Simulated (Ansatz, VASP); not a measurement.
## Two plane-wave programs on KI

INCAR

```
SYSTEM = KI
PREC = Accurate ; ENCUT = 520
EDIFF = 1E-6 ; ISMEAR = 0
SIGMA = 0.05 ; LREAL = .FALSE.
LASPH = .TRUE. ; NELM = 100
ALGO = Normal ; ISIF = 2
LWAVE = .FALSE. ; LCHARG = .FALSE.
GGA = PE ; NBANDS = 15
```

KPOINTS

```
regular mesh
0
G
  6 6 6
  0 0 0
```

The input POSCAR:

```
KI
1.0
    0.0000000000      3.3835680000      3.5245500000
    3.5245500000      0.0000000000      3.5245500000
    3.5245500000      3.3835680000      0.0000000000
K I
1 1
Direct
    0.0000000000      0.0000000000      0.0000000000
    0.5000000000      0.5000000000      0.5000000000
```

Input for Ansatz:

```yaml
crystal:
  lattice:
    - [0.0, 3.383568, 3.52455]
    - [3.52455, 0.0, 3.52455]
    - [3.52455, 3.383568, 0.0]
  atoms:
    - { symbol: K, position: [0.0, 0.0, 0.0] }
    - { symbol: I, position: [0.5, 0.5, 0.5] }
basis:
  ecutwfc: 420
kpoints:
  mp_grid: { grid: [6, 6, 6] }
hamiltonian:
  xc: pbe
scf:
  occupations: { method: gaussian, width: 0.05 }
output:
  forces: true
  stress: true
  eigenvalues: true
```

Change from the starting cell: strain -0.0400 x Voigt [0, 1, 0, 0, 0, 0], atoms carried along.

Alike in both runs: task single point; functional PBE; k mesh 6 × 6 × 6; occupations gaussian, width 0.05 eV; no spin polarisation.

|  | VASP | Ansatz |
| --- | --- | --- |
| version | VASP 6.6.1 | Ansatz 0.2.0 |
| potentials or method | VASP PAW PBE potentials, release 64 (K_sv, I), cutoff 520 eV | scalar-relativistic, plane waves, PAW |
| valence electrons in the cell | 16 | 26 |

```csv
,VASP,Ansatz,Ansatz less VASP
gap on the k mesh at the Fermi level (eV),4.06,4.06,+0.005
least direct gap on the mesh (eV),4.06,4.06,+0.005
pressure (GPa),1.4,1.4,-0.05
"traceless stress, the component that is largest in VASP (GPa)",1.01,0.99,-0.012
```

VASP's potentials hold 16 valence electrons a cell and Ansatz's 26, so a difference there can come from the potentials and not from the codes.

Neither program's run includes spin-orbit coupling.
